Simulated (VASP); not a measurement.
# ZrS in VASP: a series of runs

Runs on ZrS. Level: PBEsol. Tasks: single point.

Program: VASP 6.6.1. These are calculated values, not measurements. Logs are shortened: lines on timing, memory, paths and dates and some standing lists are left out, and cuts for length are marked.

## 1. The cell of the first run

Symmetry: Fm-3m, No. 225, cubic system. Conventional cell: a = 5.407 Å, b = 5.407 Å, c = 5.407 Å, α = 90.00°, β = 90.00°, γ = 90.00°. Within 3.6 Å of Zr (site symmetry m-3m) lie 6 S at 2.70 Å. S (site symmetry m-3m) has 6 Zr at 2.70 Å within 3.6 Å.

## 2. Single point, PBEsol (strain +0.030 along x and y, +0.030 along z)

File INCAR:

```
SYSTEM = ZrS
ALGO = Normal
EDIFF = 1E-6
ENCUT = 520
GGA = PS
ISIF = 2
ISMEAR = 0
LASPH = .True.
LCHARG = .False.
LREAL = .False.
LWAVE = .False.
NBANDS = 16
NELM = 60
PREC = Accurate
SIGMA = 0.15
```

File KPOINTS:

```
k-points
0
Gamma
  16 16 16
  0 0 0
```

File POSCAR:

```
ZrS
1.0
    0.0000000000      2.7037500000      2.7037500000
    2.7037500000      0.0000000000      2.7037500000
    2.7037500000      2.7037500000      0.0000000000
Zr S
1 1
Direct
    0.0000000000      0.0000000000      0.0000000000
    0.5000000000      0.5000000000      0.5000000000
```

Potentials or basis: VASP PAW PBE potentials, release 64 (Zr_sv, S).

Command:

```console
cat potpaw_PBE.64/Zr_sv/POTCAR potpaw_PBE.64/S/POTCAR > POTCAR
mpirun -np 1 vasp_std > vasp.out
```

OUTCAR:

```text
SYSTEM = ZrS
   EDIFF = 1E-6
   ENCUT = 520
   GGA = PS
   ISIF = 2
   ISMEAR = 0
   LASPH = .True.
   LREAL = .False.
   NELM = 60
   PREC = Accurate

 ion  position               nearest neighbor table
   1  0.000  0.000  0.000-   2 2.70   2 2.70   2 2.70   2 2.70   2 2.70   2 2.70
   2  0.500  0.500  0.500-   1 2.70   1 2.70   1 2.70   1 2.70   1 2.70   1 2.70

  LATTYP: Found a face centered cubic cell.
 ALAT       =     5.4075000000

  Lattice vectors:

 A1 = (   0.0000000000,   2.7037500000,   2.7037500000)
 A2 = (   2.7037500000,   0.0000000000,   2.7037500000)
 A3 = (   2.7037500000,   2.7037500000,   0.0000000000)

Analysis of symmetry for initial positions (statically):
=====================================================================
 Subroutine PRICEL returns:
 Original cell was already a primitive cell.

 Routine SETGRP: Setting up the symmetry group for a
 face centered cubic supercell.

 Subroutine GETGRP returns: Found 48 space group operations
 (whereof 48 operations were pure point group operations)
 out of a pool of 48 trial point group operations.

The static configuration has the point symmetry O_h .

Analysis of symmetry for dynamics (positions and initial velocities):
=====================================================================
 Subroutine PRICEL returns:
 Original cell was already a primitive cell.

 Routine SETGRP: Setting up the symmetry group for a
 face centered cubic supercell.

 Subroutine GETGRP returns: Found 48 space group operations
 (whereof 48 operations were pure point group operations)
 out of a pool of 48 trial point group operations.

The dynamic configuration has the point symmetry O_h .

 Subroutine INISYM returns: Found 48 space group operations
 (whereof 48 operations are pure point group operations),
 and found     1 'primitive' translations

----------------------------------------------------------------------------------------

                                     Primitive cell

  volume of cell :      39.5303

  direct lattice vectors                    reciprocal lattice vectors
     0.000000000  2.703750000  2.703750000    -0.184928340  0.184928340  0.184928340
     2.703750000  0.000000000  2.703750000     0.184928340 -0.184928340  0.184928340
     2.703750000  2.703750000  0.000000000     0.184928340  0.184928340 -0.184928340

  length of vectors
[... 74 lines left out ...]
   ISTART =      0    job   : 0-new  1-cont  2-samecut
   ICHARG =      2    charge: 1-file 2-atom 10-const
   ISPIN  =      1    spin polarized calculation?
   LNONCOLLINEAR =      F non collinear calculations
   LSORBIT =      F    spin-orbit coupling
   LASPH  =      T    aspherical Exc in radial PAW
   ENCUT  =  520.0 eV  38.22 Ry    6.18 a.u.   7.11  7.11  7.11*2*pi/ulx,y,z
   NELM   =     60;   NELMIN=  2; NELMDL= -5     # of ELM steps
   EDIFF  = 0.1E-05   stopping-criterion for ELM
   LREAL  =      F    real-space projection
   EDIFFG = 0.1E-04   stopping-criterion for IOM
   NSW    =      0    number of steps for IOM
   IBRION =     -1    ionic relax: 0-MD 1-quasi-New 2-CG
   NFREE  =      0    steps in history (QN), initial steepest desc. (CG)
   ISIF   =      2    stress and relaxation
   ISYM   =      2    0-nonsym 1-usesym 2-fastsym
   POTIM  = 0.5000    time-step for ionic-motion
   TEBEG  =    0.0;   TEEND  =   0.0 temperature during run
   PSTRESS=    0.0 pullay stress
   NELECT =      18.0000    total number of electrons
   NUPDOWN=      -1.0000    fix difference up-down
   EMIN   =  10.00;   EMAX   =-10.00  energy-range for DOS
   EFERMI =   0.00;   METHOD = LEGACY
   ISMEAR =     0;   SIGMA  =   0.15  broadening in eV -4-tet -1-fermi 0-gaus
   EFERMI_NEDOS =   21; number of points for ismear=-14 and -15
   IALGO  =     38    algorithm
   IMIX   =      4    mixing-type and parameters
     AMIX     =   0.40;   BMIX     =  1.00
     AMIX_MAG =   1.60;   BMIX_MAG =  1.00
  volume/ion in A,a.u.               =      19.77       133.38
  Fermi-wavevector in a.u.,A,eV,Ry     =   1.259474  2.380060 21.582571  1.586274
  Thomas-Fermi vector in A             =   2.393032
   LORBIT       =      0    0 simple, 1 ext, 2 COOP (PROOUT), +10 PAW based schemes
   GGA     = PS    functional components
   LHFCALC =     F    Hartree Fock is set to
   AEXX    =    0.0000 exact exchange contribution
   IVDW    =     0    specifies the selected vdW correction
   LEPSILON=     F    determine dielectric tensor
   LRPA    =     F    only Hartree local field effects (RPA)
 non-spin polarized calculation
 Gauss-broadening in eV      SIGMA  =   0.15
  energy-cutoff  :      520.00
  volume of cell :       39.53
 maximum number of plane-waves:      1090
   NGX = 15   NGY = 15   NGZ = 15

 number of electron      17.9999999 magnetization

 Free energy of the ion-electron system (eV)
  ---------------------------------------------------
  ext. energy  EPLUGINS =         0.00000000
  ---------------------------------------------------
  free energy    TOTEN  =       -16.26029959 eV

  energy without entropy =      -16.24349866  energy(sigma->0) =      -16.25189912

 E-fermi :   9.5431     XC(G=0): -11.0398

 val. band max:        9.5222664734   @ k =   0.2500   0.1250   0.0000
 cond. band min:       9.5534708317   @ k =  -0.2500   0.5000   0.2500
 fundamental gap:      0.0312043583
 Fermi energy:         9.5431187723

 k-point     1 :       0.0000    0.0000    0.0000
  band No.  band energies     occupation
      1     -40.5431      2.00000
      2     -18.5288      2.00000
      3     -18.5288      2.00000
      4     -18.5288      2.00000
      5      -5.8697      2.00000
      6       6.0650      2.00000
[... 433 lines left out ...]
      3     -18.5346      2.00000
      4     -18.5294      2.00000
      5      -5.7627      2.00000
      6       5.3342      2.00000
[... 8 lines left out ...]
     15      16.9903      0.00000
     16      20.1588      0.00000

 [... further k-points ...]
[... 5 lines left out ...]
  --------------------------------------------------------------------------------------
  -------------------------------------------------------------------------------------
  Total       -3.6478244     -3.6478244     -3.6478244     -0.0000000     -0.0000000      0.0000000
  in kB     -147.8478176   -147.8478176   -147.8478176     -0.0000000     -0.0000000      0.0000000
  external PRESSURE =    -147.8478176 kB  Pullay stress =       0.0000000 kB

 VOLUME and BASIS-vectors are now :
 -----------------------------------------------------------------------------
  energy-cutoff  :      520.00
  volume of cell :       39.53
      direct lattice vectors                 reciprocal lattice vectors
     0.000000000  2.703750000  2.703750000    -0.184928340  0.184928340  0.184928340
     2.703750000  0.000000000  2.703750000     0.184928340 -0.184928340  0.184928340
     2.703750000  2.703750000  0.000000000     0.184928340  0.184928340 -0.184928340

 POSITION                                       TOTAL-FORCE (eV/Angst)
 -----------------------------------------------------------------------------------
      0.00000      0.00000      0.00000         0.000000      0.000000     -0.000000
      2.70375      2.70375      2.70375         0.000000      0.000000      0.000000
 -----------------------------------------------------------------------------------
    total drift:                                0.000000      0.000000      0.000000

  FREE ENERGIE OF THE ION-ELECTRON SYSTEM (eV)
  ---------------------------------------------------
  free  energy   TOTEN  =       -16.2602995862 eV

  energy  without entropy=      -16.2434986550  energy(sigma->0) =      -16.25189912
```

OSZICAR:

```text
N       E                     dE             d eps       ncg     rms          rms(c)
DAV:   1     0.119162776473E+03    0.11916E+03   -0.94064E+03  4640   0.108E+03
DAV:   2    -0.119247243674E+02   -0.13109E+03   -0.12673E+03  6224   0.274E+02
DAV:   3    -0.171532637600E+02   -0.52285E+01   -0.51930E+01  7224   0.485E+01
DAV:   4    -0.172487177432E+02   -0.95454E-01   -0.95403E-01  5976   0.586E+00
DAV:   5    -0.172508436937E+02   -0.21260E-02   -0.21259E-02  6832   0.689E-01    0.125E+01
DAV:   6    -0.163054535939E+02    0.94539E+00   -0.21251E+00  5728   0.950E+00    0.548E+00
DAV:   7    -0.162681915673E+02    0.37262E-01   -0.17532E-01  6336   0.265E+00    0.234E+00
DAV:   8    -0.162609946942E+02    0.71969E-02   -0.29759E-02  5624   0.996E-01    0.415E-01
DAV:   9    -0.162602804533E+02    0.71424E-03   -0.29250E-03  5848   0.285E-01    0.183E-01
DAV:  10    -0.162603052133E+02   -0.24760E-04   -0.45209E-04  5840   0.202E-01    0.760E-02
DAV:  11    -0.162603029211E+02    0.22921E-05   -0.63718E-05  6240   0.621E-02    0.155E-02
DAV:  12    -0.162602995016E+02    0.34196E-05   -0.76900E-06  5608   0.179E-02    0.291E-03
DAV:  13    -0.162602995862E+02   -0.84655E-07   -0.50196E-07  3128   0.488E-03
   1 F= -.16260300E+02 E0= -.16251899E+02  d E =-.168009E-01
```

stdout:

```text
POSCAR found type information on POSCAR ZrS
 POSCAR found :  2 types and       2 ions
 scaLAPACK will be used
 -----------------------------------------------------------------------------
|                                                                             |
|                                                                             |
|     You enforced a specific xc type in the INCAR file but a different       |
|     I HOPE YOU KNOW WHAT YOU ARE DOING!                                     |
|                                                                             |
 -----------------------------------------------------------------------------

 LDA part: xc-table for (Slater+PW92), standard interpolation
 POSCAR, INCAR and KPOINTS ok, starting setup
 FFT: planning ... GRIDC
 FFT: planning ... GRID_SOFT
 FFT: planning ... GRID
 WAVECAR not read
 entering main loop
```

Run time: 62 s. Hardware: 1 thread of Intel Xeon Platinum 8259CL at 2.50GHz (Skylake/Cascade Lake), shared host; peak memory 0.22 GiB.

What came out:

* Free energy: -16.2603 eV
* Pressure: -14.8 GPa
* Band gap on the k mesh: zero (bands 9 and 10 overlap by 2.44 eV)

Levels at points of the mesh, in eV from the Fermi level:
| k point | band 6 | band 7 | band 8 | band 9 | band 10 | band 11 | band 12 | band 13 |
| --- | --- | --- | --- | --- | --- | --- | --- | --- |
| (0.00, 0.00, 0.00) | -3.48 | -3.48 | -3.48 | -1.19 | -1.19 | -1.19 | -0.59 | -0.59 |
| (0.50, 0.00, 0.00) | -7.58 | -5.62 | -5.62 | 1.25 | 1.25 | 1.49 | 1.79 | 4.85 |
| (0.50, 0.50, 0.00) | -6.07 | -4.38 | -4.38 | -3.06 | 0.45 | 2.04 | 2.04 | 2.41 |

Caveat: the cell differs from its parent crystal (strain +0.030 along x and y, +0.030 along z); the cell stands under tension; the PAW data sets were made with another functional, which shifts forces and pressure a little.

[end of part 1 of 2]
